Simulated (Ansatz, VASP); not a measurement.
# One calculation of CaO, two programs

Contents of POSCAR:

```
CaO
1.0
    3.9808380022      0.0000000000      0.0000000000
   -1.9904190011      3.4475068382      0.0000000000
    0.0000000000      0.0000000000      4.7069971713
Ca O
2 2
Direct
    0.3333333333      0.6666666667     -0.0625000000
    0.6666666667      0.3333333333      0.4375000000
    0.3333333333      0.6666666667      0.4375000000
    0.6666666667      0.3333333333      0.9375000000
```

File INCAR.step1:

```
SYSTEM = CaO
PREC = Accurate
ENCUT = 520
ISMEAR = 0
SIGMA = 0.01
LREAL = .False.
LASPH = .True.
NELM = 100
NBANDS = 24
GGA = PE
ALGO = Normal
EDIFF = 1E-4
LWAVE = .True.
LCHARG = .False.
```

The input INCAR.step2:

```
SYSTEM = CaO
PREC = Accurate
ENCUT = 520
EDIFF = 1E-6
ISMEAR = 0
SIGMA = 0.01
LREAL = .False.
LASPH = .True.
NELM = 100
ALGO = Normal
ISIF = 2
LWAVE = .False.
LCHARG = .False.
METAGGA = R2SCAN
LMIXTAU = .True.
NBANDS = 24
ISTART = 1
```

Contents of KPOINTS:

```
regular mesh
0
Gamma
  12 12 6
  0 0 0
```

Input for Ansatz:

```yaml
crystal:
  lattice:
    - [3.9808380022, 0.0, 0.0]
    - [-1.9904190011, 3.4475068382, 0.0]
    - [0.0, 0.0, 4.7069971713]
  atoms:
    - { symbol: Ca, position: [0.3333333333, 0.6666666667, -0.0625] }
    - { symbol: Ca, position: [0.6666666667, 0.3333333333, 0.4375] }
    - { symbol: O, position: [0.3333333333, 0.6666666667, 0.4375] }
    - { symbol: O, position: [0.6666666667, 0.3333333333, 0.9375] }
kpoints:
  mp_grid: { grid: [12, 12, 6] }
  band_path:
    path:
      - [0.0, 0.0, 0.0]
      - [0.5, 0.0, 0.0]
      - [0.3333333333, 0.3333333333, 0.0]
      - [0.0, 0.0, 0.5]
      - [0.5, 0.0, 0.5]
      - [0.3333333333, 0.3333333333, 0.5]
    npoints: 1
hamiltonian:
  xc: r2scan
scf:
  occupations: { method: fixed }
  n_extra_bands: 5
output:
  forces: true
  stress: true
  eigenvalues: true
```

Change from the starting cell: uniaxial_z strain -1.3%.

Alike in both runs: task single point; functional r2SCAN; k mesh 12 × 12 × 6; no spin polarisation.

|  | VASP | Ansatz |
| --- | --- | --- |
| version | VASP 6.6.1 | Ansatz 0.2.0 |
| potentials or method | VASP PAW PBE potentials, release 64 (Ca_sv, O) | plane waves, PAW |
| plane-wave cutoff (eV) | 520 | 500 |
| occupations | gaussian, width 0.01 eV | fixed |
| valence electrons in the cell | 32 | 32 |

VASP gave:

```
gap on the k mesh at the Fermi level (eV)                     : 3.61
pressure (GPa)                                                : 2.5
traceless stress, the component that is largest in VASP (GPa) : 1.57
```

Problem. What did Ansatz give for the same quantities?

Solution. gap on the k mesh at the Fermi level (eV): 3.63; pressure (GPa): 1.4; traceless stress, the component that is largest in VASP (GPa): 1.52.

VASP's potentials were made for PBE, not for r2SCAN.
